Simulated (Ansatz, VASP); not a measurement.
Ta5O in VASP and in Ansatz

```xyz
6
Lattice="2.7808 0.0000 0.0000 0.0000 2.7808 0.0000 0.0000 0.0000 12.5072" Properties=species:S:1:pos:R:3 pbc="T T T"
Ta    1.3904    1.3904    3.8548
Ta    1.3904    1.3904    8.6525
Ta    0.0000    0.0000    1.5216
Ta    0.0000    0.0000   10.9857
Ta    0.0000    0.0000    6.2536
O     1.3904    1.3904    0.0000
```

Change from the starting cell: species swapped into the Hf5Pb type (P4/mmm, No. 123).

Alike in both runs: functional PBE; k mesh 6 × 6 × 2; occupations gaussian, width 0.1 eV; no spin polarisation.

Ansatz relaxed the structure, and its values are those at the end. VASP's run is a single point on that final structure, the one shown.

|  | VASP | Ansatz |
| --- | --- | --- |
| version | VASP 6.6.1 | Ansatz 0.2.0 |
| potentials or method | VASP PAW PBE potentials, release 64 (Ta_pv, O), cutoff 520 eV | scalar-relativistic, plane waves, PAW |
| valence electrons in the cell | 61 | 71 |

Ansatz gave:

```
gap on the k mesh at the Fermi level (eV) : none
pressure (GPa)                            : 0.1
rms of the force components (eV/Å)        : 0.011
```

Estimate VASP's values.

gap on the k mesh at the Fermi level (eV): none; pressure (GPa): 0.2; rms of the force components (eV/Å): 0.007.

A gap of «none» marks a metal or a gap that the smearing closes. VASP's potentials hold 61 valence electrons a cell and Ansatz's 71, so a difference there can come from the potentials and not from the codes.

The k mesh is coarse, so the values compare programs but aren't converged. Neither program's run includes spin-orbit coupling.
